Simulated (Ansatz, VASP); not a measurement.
## One calculation of CO, two programs

```
C O
1.0
     2.49787    0.00000    0.00000
     0.00000    2.49787    0.00000
     0.00000    0.00000    2.49787
C O
1 1
Direct
  0.00000 0.00000 0.00000
  0.50000 0.50000 0.50000
```

Alike in both runs: functional PBE; k mesh 6 × 6 × 6; occupations gaussian, width 0.1 eV; collinear spin.

Ansatz relaxed the structure, and its values are those at the end. VASP's run is a single point on that final structure, the one shown.

|  | VASP | Ansatz |
| --- | --- | --- |
| version | VASP 6.6.1 | Ansatz 0.2.0 |
| potentials or method | VASP PAW PBE potentials, release 64 (C, O), cutoff 600 eV | scalar-relativistic, plane waves, PAW |
| valence electrons in the cell | 10 | 10 |

```tsv
	VASP	Ansatz	Ansatz less VASP
gap on the k mesh at the Fermi level (eV)	none	none	-
pressure (GPa)	-0.2	0.0	+0.19
net moment per atom (μB)	0.00	0.00	-0.003
```

A gap of «none» marks a metal or a gap that the smearing closes. Ansatz's warnings: seeded moment not kept.

The k mesh is coarse, so the values compare programs but aren't converged.
